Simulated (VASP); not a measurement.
Here is a VASP 6.6.1 calculation.

Contents of INCAR:

```
SYSTEM = AlN
PREC = Accurate ; ENCUT = 520
EDIFF = 1E-8 ; ISMEAR = 0
SIGMA = 0.01 ; LREAL = .False.
LASPH = .True. ; NELM = 80
ALGO = Normal ; ISIF = 2
LWAVE = .False. ; LCHARG = .False.
GGA = CA ; NBANDS = 11
IBRION = 8 ; NSW = 1
```

The input KPOINTS:

```
regular mesh
0
Gamma
  8 8 8
  0 0 0
```

Contents of POSCAR:

```
AlN
1.0
    0.0000000000      2.1711430934      2.1711430934
    2.1711430934      0.0000000000      2.1711430934
    2.1711430934      2.1711430934      0.0000000000
Al N
1 1
Direct
    0.0000000000      0.0000000000      0.0000000000
    0.2500000000      0.2500000000      0.2500000000
```

Potentials or basis: VASP PAW LDA potentials, release 64 (Al, N).

Command:

```console
$ cat potpaw_LDA.64/Al/POTCAR potpaw_LDA.64/N/POTCAR > POTCAR
$ mpirun -np 1 vasp_std > vasp.out
```

(1) What does it give for the highest phonon frequency at Γ, LO-TO splitting left out?

## Answers

(1) 671 cm⁻¹.
